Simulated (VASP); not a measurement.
# SnO2 (R-3m) in VASP: further runs

SnO2 is run at these levels: r2SCAN, LDA; tasks: single point.

Program: VASP 6.6.1. These are calculated values, not measurements. Logs are shortened: lines on timing, memory, paths and dates and some standing lists are left out, and cuts for length are marked.

## Step 1: The cell of the first run

Symmetry: R-3m, No. 166, trigonal system. The conventional cell has a = 3.298 Å, b = 3.298 Å, c = 14.684 Å, α = 90.00°, β = 90.00°, γ = 120.00°. Within 2.9 Å of Sn (site symmetry -3m) lie 6 O at 2.17 Å. Within 2.9 Å of O (site symmetry 3m) lie 3 Sn at 2.17 Å and 3 O at 2.81 Å.

## Step 2: Single point, r2SCAN

POSCAR reads:

```
SnO2
1.0
    1.6488088345      0.9519402245      4.8947457539
   -1.6488088345      0.9519402245      4.8947457539
    0.0000000000     -1.9038804490      4.8947457539
Sn O
1 2
Direct
    0.5000000000      0.5000000000      0.5000000000
    0.7628300000      0.7628300000      0.7628300000
    0.2371700000      0.2371700000      0.2371700000
```

INCAR.step1 reads:

```
SYSTEM = SnO2
PREC = Accurate
ENCUT = 520
ISMEAR = -1
SIGMA = 0.05
LREAL = .False.
LASPH = .True.
NELM = 80
NBANDS = 20
GGA = PE
ALGO = Normal
EDIFF = 1E-4
LWAVE = .True.
LCHARG = .False.
```

INCAR.step2 reads:

```
SYSTEM = SnO2
PREC = Accurate
ENCUT = 520
EDIFF = 1E-6
ISMEAR = -1
SIGMA = 0.05
LREAL = .False.
LASPH = .True.
NELM = 80
ALGO = Normal
ISIF = 2
LWAVE = .False.
LCHARG = .True.
METAGGA = R2SCAN
LMIXTAU = .True.
LELF = .True.
LVHAR = .True.
NBANDS = 20
ISTART = 1
```

KPOINTS reads:

```
Automatic mesh
0
Gamma
  10 10 10
  0 0 0
```

Potentials or basis: VASP PAW PBE potentials, release 64 (Sn_d, O).

Launch:

```sh
> cat potpaw_PBE.64/Sn_d/POTCAR potpaw_PBE.64/O/POTCAR > POTCAR
> cp INCAR.step1 INCAR
> mpirun -np 1 vasp_std > vasp.out
> cp INCAR.step2 INCAR
> mpirun -np 1 vasp_std > vasp.out
```

OUTCAR:

```text
SYSTEM = SnO2
   PREC = Accurate
   ENCUT = 520
   EDIFF = 1E-6
   ISMEAR = -1
   LREAL = .False.
   LASPH = .True.
   NELM = 80
   ISIF = 2
   METAGGA = R2SCAN
   ISTART = 1

 ion  position               nearest neighbor table
   1  0.500  0.500  0.500-   3 2.17   3 2.17   2 2.17   2 2.17   3 2.17   2 2.17
   2  0.763  0.763  0.763-   1 2.17   1 2.17   1 2.17
   3  0.237  0.237  0.237-   1 2.17   1 2.17   1 2.17

  LATTYP: Found a trigonal (rhomboedric) cell.
 ALAT       =     5.2519802702
 COS(alpha) =     0.8028828391

  Lattice vectors:

 A1 = (   1.6488088345,   0.9519402245,   4.8947457539)
 A2 = (  -1.6488088345,   0.9519402245,   4.8947457539)
 A3 = (   0.0000000000,  -1.9038804490,   4.8947457539)

Analysis of symmetry for initial positions (statically):
=====================================================================
 Subroutine PRICEL returns:
 Original cell was already a primitive cell.

 Routine SETGRP: Setting up the symmetry group for a
 trigonal (rhombohedral) supercell.

 Subroutine GETGRP returns: Found 12 space group operations
 (whereof 12 operations were pure point group operations)
 out of a pool of 12 trial point group operations.

The static configuration has the point symmetry D_3d.

Analysis of symmetry for dynamics (positions and initial velocities):
=====================================================================
 Subroutine PRICEL returns:
 Original cell was already a primitive cell.

 Routine SETGRP: Setting up the symmetry group for a
 trigonal (rhombohedral) supercell.

 Subroutine GETGRP returns: Found 12 space group operations
 (whereof 12 operations were pure point group operations)
 out of a pool of 12 trial point group operations.

The dynamic configuration has the point symmetry D_3d.

 Subroutine INISYM returns: Found 12 space group operations
 (whereof 12 operations are pure point group operations),
 and found     1 'primitive' translations

----------------------------------------------------------------------------------------

                                     Primitive cell

  volume of cell :      46.0958

  direct lattice vectors                    reciprocal lattice vectors
     1.648808835  0.951940225  4.894745754     0.303249224  0.175081021  0.068100234
    -1.648808835  0.951940225  4.894745754    -0.303249224  0.175081021  0.068100234
     0.000000000 -1.903880449  4.894745754     0.000000000 -0.350162042  0.068100234

  length of vectors
     5.251980270  5.251980270  5.251980270     0.356722719  0.356722719  0.356722719

  position of ions in fractional coordinates (direct lattice)
     0.500000000  0.500000000  0.500000000
     0.762830000  0.762830000  0.762830000
     0.237170000  0.237170000  0.237170000

  ion indices of the primitive-cell ions
   primitive index   ion index
                 1           1
                 2           2
                 3           3

----------------------------------------------------------------------------------------

 KPOINTS: Automatic mesh

Automatic generation of k-mesh.
 Grid dimensions read from file:
 generate k-points for:   10   10   10

 Generating k-lattice:

  Cartesian coordinates                     Fractional coordinates (reciprocal lattice)
     0.030324922  0.017508102  0.006810023     0.100000000  0.000000000  0.000000000
    -0.030324922  0.017508102  0.006810023     0.000000000  0.100000000  0.000000000
     0.000000000 -0.035016204  0.006810023     0.000000000  0.000000000  0.100000000

  Length of vectors
     0.035672272  0.035672272  0.035672272

  Shift w.r.t. Gamma in fractional coordinates (k-lattice)
     0.000000000  0.000000000  0.000000000

 Subroutine IBZKPT returns following result:
 ===========================================

 Found    116 irreducible k-points:

 Following reciprocal coordinates:
            Coordinates               Weight
  0.000000  0.000000  0.000000      1.000000
  0.100000  0.000000  0.000000      6.000000
  0.200000  0.000000  0.000000      6.000000
  0.300000 -0.000000  0.000000      6.000000
  0.400000  0.000000 -0.000000      6.000000
  0.500000  0.000000 -0.000000      3.000000
[... 16 lines left out ...]
  0.300000  0.300000  0.000000      6.000000
  0.400000  0.300000 -0.000000     12.000000
 [... further k-points ...]
   k-points           NKPTS =    116   k-points in BZ     NKDIM =    116   number of bands    NBANDS=     20
   number of dos      NEDOS =    301   number of ions     NIONS =      3
   total plane-waves  NPLWV =  64000
   dimension x,y,z NGX =    40 NGY =   40 NGZ =   40
   dimension x,y,z NGXF=    80 NGYF=   80 NGZF=   80
   ions per type =               1   2
   NGX,Y,Z   is equivalent  to a cutoff of  12.66, 12.66, 12.66 a.u.
   NGXF,Y,Z  is equivalent  to a cutoff of  25.32, 25.32, 25.32 a.u.
 SYSTEM =  SnO2
   PREC   = accura    normal or accurate (medium, high low for compatibility)
   ISTART =      1    job   : 0-new  1-cont  2-samecut
   ICHARG =      0    charge: 1-file 2-atom 10-const
   ISPIN  =      1    spin polarized calculation?
   LNONCOLLINEAR =      F non collinear calculations
   LSORBIT =      F    spin-orbit coupling
   LASPH  =      T    aspherical Exc in radial PAW
   ENCUT  =  520.0 eV  38.22 Ry    6.18 a.u.   9.77  9.77  9.77*2*pi/ulx,y,z
   NELM   =     80;   NELMIN=  2; NELMDL=  0     # of ELM steps
   EDIFF  = 0.1E-05   stopping-criterion for ELM
   LREAL  =      F    real-space projection
   EDIFFG = 0.1E-04   stopping-criterion for IOM
   NSW    =      0    number of steps for IOM
   IBRION =     -1    ionic relax: 0-MD 1-quasi-New 2-CG
   NFREE  =      0    steps in history (QN), initial steepest desc. (CG)
   ISIF   =      2    stress and relaxation
   ISYM   =      2    0-nonsym 1-usesym 2-fastsym
   POTIM  = 0.5000    time-step for ionic-motion
   TEBEG  =    0.0;   TEEND  =   0.0 temperature during run
   PSTRESS=    0.0 pullay stress
   NELECT =      26.0000    total number of electrons
   NUPDOWN=      -1.0000    fix difference up-down
   EMIN   =  10.00;   EMAX   =-10.00  energy-range for DOS
   EFERMI =   0.00;   METHOD = LEGACY
   ISMEAR =    -1;   SIGMA  =   0.05  broadening in eV -4-tet -1-fermi 0-gaus
   EFERMI_NEDOS =   21; number of points for ismear=-14 and -15
   IALGO  =     38    algorithm
   IMIX   =      4    mixing-type and parameters
     AMIX     =   0.40;   BMIX     =  1.00
     AMIX_MAG =   1.60;   BMIX_MAG =  1.00
  volume/ion in A,a.u.               =      15.37       103.69
  Fermi-wavevector in a.u.,A,eV,Ry     =   1.352629  2.556099 24.893305  1.829606
  Thomas-Fermi vector in A             =   2.479952
   LORBIT       =      0    0 simple, 1 ext, 2 COOP (PROOUT), +10 PAW based schemes
   METAGGA = R2SCAN    functional components
   LHFCALC =     F    Hartree Fock is set to
   AEXX    =    0.0000 exact exchange contribution
   IVDW    =     0    specifies the selected vdW correction
   LEPSILON=     F    determine dielectric tensor
   LRPA    =     F    only Hartree local field effects (RPA)
 non-spin polarized calculation
  energy-cutoff  :      520.00
  volume of cell :       46.10
 maximum number of plane-waves:      1260
   NGX = 19   NGY = 19   NGZ = 19

 number of electron      25.9999991 magnetization

 Free energy of the ion-electron system (eV)
  ---------------------------------------------------
  ext. energy  EPLUGINS =         0.00000000
  ---------------------------------------------------
  free energy    TOTEN  =       -41.46454465 eV

  energy without entropy =      -41.46454465  energy(sigma->0) =      -41.46454465

 E-fermi :   3.5363     XC(G=0): -10.3865

 val. band max:        2.3410796086   @ k =  -0.1000   0.1000   0.0000
 cond. band min:       4.3788040698   @ k =   0.0000   0.0000   0.0000
 fundamental gap:      2.0377244612
 Fermi energy:         3.5362853110

 k-point     1 :       0.0000    0.0000    0.0000
  band No.  band energies     occupation
      1     -18.2514      2.00000
      2     -18.0944      2.00000
      3     -18.0944      2.00000
      4     -17.9377      2.00000
      5     -17.9377      2.00000
      6     -16.1867      2.00000
[... 12 lines left out ...]
     19      19.8894      0.00000
     20      19.8894      0.00000

 k-point     2 :       0.1000    0.0000    0.0000
  band No.  band energies     occupation
      1     -18.2281      2.00000
      2     -18.1643      2.00000
      3     -18.0796      2.00000
      4     -17.9502      2.00000
      5     -17.9361      2.00000
      6     -16.1228      2.00000
[... 12 lines left out ...]
     19      18.0947      0.00000
     20      19.9622      0.00000

 k-point     3 :       0.2000    0.0000    0.0000
  band No.  band energies     occupation
      1     -18.3825      2.00000
      2     -18.1306      2.00000
      3     -18.0489      2.00000
      4     -17.9687      2.00000
      5     -17.9236      2.00000
      6     -15.9254      2.00000
[... 12 lines left out ...]
     19      16.6458      0.00000
     20      20.2420      0.00000

 k-point     4 :       0.3000   -0.0000    0.0000
  band No.  band energies     occupation
      1     -18.6017      2.00000
      2     -18.0616      2.00000
      3     -18.0318      2.00000
      4     -17.9692      2.00000
      5     -17.8861      2.00000
      6     -15.6192      2.00000
[... 12 lines left out ...]
     19      15.7425      0.00000
     20      18.7627      0.00000

 k-point     5 :       0.4000    0.0000   -0.0000
  band No.  band energies     occupation
      1     -18.7617      2.00000
      2     -18.0483      2.00000
      3     -18.0305      2.00000
      4     -17.9334      2.00000
      5     -17.8425      2.00000
      6     -15.3085      2.00000
[... 12 lines left out ...]
     19      15.4906      0.00000
     20      17.1689      0.00000

 k-point     6 :       0.5000    0.0000   -0.0000
  band No.  band energies     occupation
      1     -18.8194      2.00000
      2     -18.0503      2.00000
      3     -18.0316      2.00000
      4     -17.9142      2.00000
      5     -17.8241      2.00000
      6     -15.1696      2.00000
[... 12 lines left out ...]
     19      15.8890      0.00000
     20      16.2431      0.00000

 k-point     7 :       0.1000    0.1000    0.0000
  band No.  band energies     occupation
      1     -18.2281      2.00000
      2     -18.1643      2.00000
      3     -18.0796      2.00000
      4     -17.9502      2.00000
      5     -17.9361      2.00000
      6     -16.1208      2.00000
[... 12 lines left out ...]
     19      18.0325      0.00000
     20      20.0076      0.00000
[... 277 lines left out ...]
 k-point    20 :      -0.4000    0.2000    0.0000
  band No.  band energies     occupation
      1     -18.6845      2.00000
      2     -18.2591      2.00000
      3     -18.0057      2.00000
      4     -17.9252      2.00000
      5     -17.8924      2.00000
      6     -14.7142      2.00000
[... 12 lines left out ...]
     19      16.0482      0.00000
     20      17.1369      0.00000

 k-point    21 :      -0.3000    0.2000    0.0000
  band No.  band energies     occupation
      1     -18.6564      2.00000
      2     -18.2436      2.00000
      3     -18.0011      2.00000
      4     -17.9564      2.00000
      5     -17.8744      2.00000
      6     -14.9360      2.00000
[... 12 lines left out ...]
     19      16.1543      0.00000
     20      16.9131      0.00000

 k-point    22 :      -0.2000    0.2000    0.0000
  band No.  band energies     occupation
      1     -18.5845      2.00000
      2     -18.2004      2.00000
      3     -17.9975      2.00000
      4     -17.9844      2.00000
      5     -17.8736      2.00000
      6     -15.3506      2.00000
[... 12 lines left out ...]
     19      16.2379      0.00000
     20      17.6922      0.00000

 k-point    23 :       0.3000    0.3000    0.0000
  band No.  band energies     occupation
      1     -18.6005      2.00000
      2     -18.0610      2.00000
      3     -18.0316      2.00000
      4     -17.9696      2.00000
      5     -17.8861      2.00000
      6     -15.6227      2.00000
[... 12 lines left out ...]
     19      15.4716      0.00000
     20      20.9353      0.00000

 k-point    24 :       0.4000    0.3000   -0.0000
  band No.  band energies     occupation
      1     -18.6668      2.00000
      2     -18.1095      2.00000
      3     -18.0236      2.00000
      4     -17.9574      2.00000
      5     -17.8654      2.00000
      6     -15.3601      2.00000
[... 12 lines left out ...]
     19      15.8791      0.00000
     20      19.7242      0.00000

 [... further k-points ...]

------------------------ aborting loop because EDIFF is reached ----------------------------------------

  FORCE on cell =-STRESS in cart. coord.  units (eV):
  Direction    XX          YY          ZZ          XY          YZ          ZX
  --------------------------------------------------------------------------------------
  -------------------------------------------------------------------------------------
  Total       -4.3202727     -4.3202727     -2.8036503      0.0000000     -0.0000000      0.0000000
  in kB     -150.1621117   -150.1621117    -97.4480284      0.0000000     -0.0000000      0.0000000
  external PRESSURE =    -132.5907506 kB  Pullay stress =       0.0000000 kB

 VOLUME and BASIS-vectors are now :
 -----------------------------------------------------------------------------
  energy-cutoff  :      520.00
  volume of cell :       46.10
      direct lattice vectors                 reciprocal lattice vectors
     1.648808835  0.951940225  4.894745754     0.303249224  0.175081021  0.068100234
    -1.648808835  0.951940225  4.894745754    -0.303249224  0.175081021  0.068100234
     0.000000000 -1.903880449  4.894745754     0.000000000 -0.350162042  0.068100234

 POSITION                                       TOTAL-FORCE (eV/Angst)
 -----------------------------------------------------------------------------------
      0.00000      0.00000      7.34212         0.000000      0.000000      0.000000
      0.00000      0.00000     11.20158        -0.000000     -0.000000      1.106609
      0.00000      0.00000      3.48266        -0.000000      0.000000     -1.106609
 -----------------------------------------------------------------------------------
    total drift:                                0.000000      0.000000      0.000000

  FREE ENERGIE OF THE ION-ELECTRON SYSTEM (eV)
  ---------------------------------------------------
  free  energy   TOTEN  =       -41.4645446460 eV

  energy  without entropy=      -41.4645446459  energy(sigma->0) =      -41.46454465
```

Wall time 5.2 min (1 thread of Intel Xeon 6975P-C (Granite Rapids), shared host); peak memory 0.32 GiB.

What came out:

| Item | Value |
| --- | --- |
| Free energy | -41.4645 eV |
| Pressure | -13.3 GPa |
| Largest force | 1.107 eV/Å |
| Band gap on the k mesh | 2.04 eV (least direct gap 2.11 eV) |

Forces on the atoms (eV/Å):
```
Sn   0.000  0.000  0.000
O    0.000  0.000  1.107
O    0.000  0.000 -1.107
```

Caveat: the cell stands under tension; the PAW data sets were made with another functional, which shifts forces and pressure a little; spin-orbit coupling is left out, which moves the levels of the heavy elements. A k mesh can miss the band edges.

## Step 3: Single point, LDA (13.63 Å³/atom)

This run uses another cell than the first one, of 13.63 Å³/atom.

INCAR reads:

```
SYSTEM = SnO2
  PREC = Accurate
  ENCUT = 520
  EDIFF = 1E-6
  ISMEAR = -1
  SIGMA = 0.05
  LREAL = .False.
  LASPH = .True.
  NELM = 60
  ALGO = Normal
  ISIF = 2
  LWAVE = .False.
  LCHARG = .False.
  NBANDS = 20
```

KPOINTS is that of step 2.

POSCAR reads:

```
SnO2
1.0
    1.5840819130      0.9145701189      4.7025938089
   -1.5840819130      0.9145701189      4.7025938089
    0.0000000000     -1.8291402378      4.7025938089
Sn O
1 2
Direct
    0.5000000000      0.5000000000      0.5000000000
    0.7628300000      0.7628300000      0.7628300000
    0.2371700000      0.2371700000      0.2371700000
```

Potentials or basis: VASP PAW LDA potentials, release 64 (Sn_d, O).

Launch:

```sh
> cat potpaw_LDA.64/Sn_d/POTCAR potpaw_LDA.64/O/POTCAR > POTCAR
> mpirun -np 1 vasp_std > vasp.out
```

OUTCAR:

```text
SYSTEM = SnO2
   PREC = Accurate
   ENCUT = 520
   EDIFF = 1E-6
   ISMEAR = -1
   LREAL = .False.
   LASPH = .True.
   NELM = 60
   ISIF = 2

 ion  position               nearest neighbor table
   1  0.500  0.500  0.500-   3 2.08   3 2.08   2 2.08   2 2.08   3 2.08   2 2.08
   2  0.763  0.763  0.763-   1 2.08   1 2.08   1 2.08
   3  0.237  0.237  0.237-   1 2.08   1 2.08   1 2.08

  LATTYP: Found a trigonal (rhomboedric) cell.
 ALAT       =     5.0458044493
 COS(alpha) =     0.8028828391
[... 745 lines left out ...]

  FORCE on cell =-STRESS in cart. coord.  units (eV):
  Direction    XX          YY          ZZ          XY          YZ          ZX
  --------------------------------------------------------------------------------------
  -------------------------------------------------------------------------------------
  Total        0.5224910      0.5224910     -0.4922471      0.0000000      0.0000000      0.0000000
  in kB       20.4788718     20.4788718    -19.2934705      0.0000000      0.0000000      0.0000000
  external PRESSURE =       7.2214244 kB  Pullay stress =       0.0000000 kB

 VOLUME and BASIS-vectors are now :
 -----------------------------------------------------------------------------
  energy-cutoff  :      520.00
  volume of cell :       40.88
      direct lattice vectors                 reciprocal lattice vectors
     1.584081913  0.914570119  4.702593809     0.315640243  0.182234979  0.070882867
    -1.584081913  0.914570119  4.702593809    -0.315640243  0.182234979  0.070882867
     0.000000000 -1.829140238  4.702593809     0.000000000 -0.364469959  0.070882867

 POSITION                                       TOTAL-FORCE (eV/Angst)
 -----------------------------------------------------------------------------------
      0.00000      0.00000      7.05389        -0.000000     -0.000000     -0.000000
      0.00000      0.00000     10.76184         0.000000     -0.000000     -0.064820
      0.00000      0.00000      3.34594         0.000000      0.000000      0.064820
 -----------------------------------------------------------------------------------
    total drift:                               -0.000000      0.000000      0.000000

  FREE ENERGIE OF THE ION-ELECTRON SYSTEM (eV)
  ---------------------------------------------------
  free  energy   TOTEN  =       -20.5010588215 eV

  energy  without entropy=      -20.5010588214  energy(sigma->0) =      -20.50105882
```

OSZICAR:

```text
N       E                     dE             d eps       ncg     rms          rms(c)
DAV:   1     0.253860567737E+03    0.25386E+03   -0.13976E+04  4896   0.194E+03
DAV:   2     0.501268649100E+01   -0.24885E+03   -0.23544E+03  5012   0.491E+02
DAV:   3    -0.226575769880E+02   -0.27670E+02   -0.27406E+02  5400   0.141E+02
DAV:   4    -0.234388663914E+02   -0.78129E+00   -0.78055E+00  5128   0.253E+01
DAV:   5    -0.234543820089E+02   -0.15516E-01   -0.15515E-01  5564   0.377E+00    0.108E+01
DAV:   6    -0.205926296819E+02    0.28618E+01   -0.10772E+01  7056   0.567E+01    0.462E+00
DAV:   7    -0.205493634845E+02    0.43266E-01   -0.61783E-01  4808   0.658E+00    0.212E+00
DAV:   8    -0.205054341378E+02    0.43929E-01   -0.72404E-02  5176   0.265E+00    0.472E-01
DAV:   9    -0.205009085496E+02    0.45256E-02   -0.88866E-03  6756   0.150E+00    0.789E-02
DAV:  10    -0.205010560639E+02   -0.14751E-03   -0.13259E-03  4908   0.291E-01    0.335E-02
DAV:  11    -0.205010590822E+02   -0.30183E-05   -0.31995E-05  7140   0.654E-02    0.201E-02
DAV:  12    -0.205010588215E+02    0.26079E-06   -0.37784E-06  4800   0.228E-02
   1 F= -.20501059E+02 E0= -.20501059E+02  d E =-.961518E-10
```

Run time: 4.4 min. Hardware: 1 thread of Intel Xeon 8259CL, shared host; peak memory 0.25 GiB.

What came out:

* Free energy: -20.5011 eV
* Pressure: 0.7 GPa
* Largest force: 0.065 eV/Å
* Band gap on the k mesh: 2.18 eV (least direct gap 2.37 eV)

Forces on the atoms (eV/Å):
```
Sn   0.000  0.000  0.000
O    0.000  0.000 -0.065
O    0.000  0.000  0.065
```

Caveat: spin-orbit coupling is left out, which moves the levels of the heavy elements. A k mesh can miss the band edges.

(Continued in part 2 of 2.)
